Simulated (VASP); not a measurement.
# CaO: single point with PBE

Crystal: CaO.

```
CELL_PARAMETERS angstrom
0.00000 2.58756 2.58756
2.58756 0.00000 2.58756
2.58756 2.58756 0.00000
ATOMIC_POSITIONS crystal
Ca 0.00000 0.00000 0.00000
O 0.25000 0.25000 0.25000
```

```
Program             : VASP 6.6.1
Task                : single point
Functional          : PBE
Potentials or basis : VASP PAW PBE potentials, release 64 (Ca_sv, O)
Cutoff              : 520 eV
k mesh              : 6 × 6 × 6
Occupations         : gaussian, width 0.1 eV
Spin                : no spin polarisation
```

```
Pressure               : 3.8 GPa
Band gap on the k mesh : 3.40 eV, indirect (least direct gap 4.07 eV)
```

Levels at points of the mesh, in eV from the valence-band top:
```
           k point  band 6  band 7  band 8  band 9  band 10  band 11
(0.00, 0.00, 0.00)   -0.67   -0.67   -0.67    3.40     8.06     8.06
(0.50, 0.00, 0.00)   -1.01   -0.39   -0.39    6.21     7.97     7.97
(0.50, 0.50, 0.00)   -1.48    0.00    0.00    4.98     6.70     9.14
```

Run time: 14 s on 1 thread of AMD EPYC 7R13 Processor (Zen 3), on a shared host, peak memory 0.12 GiB.

A k mesh can miss the band edges. Expect the measured gap to be larger: semilocal functionals such as PBE lack the derivative discontinuity.
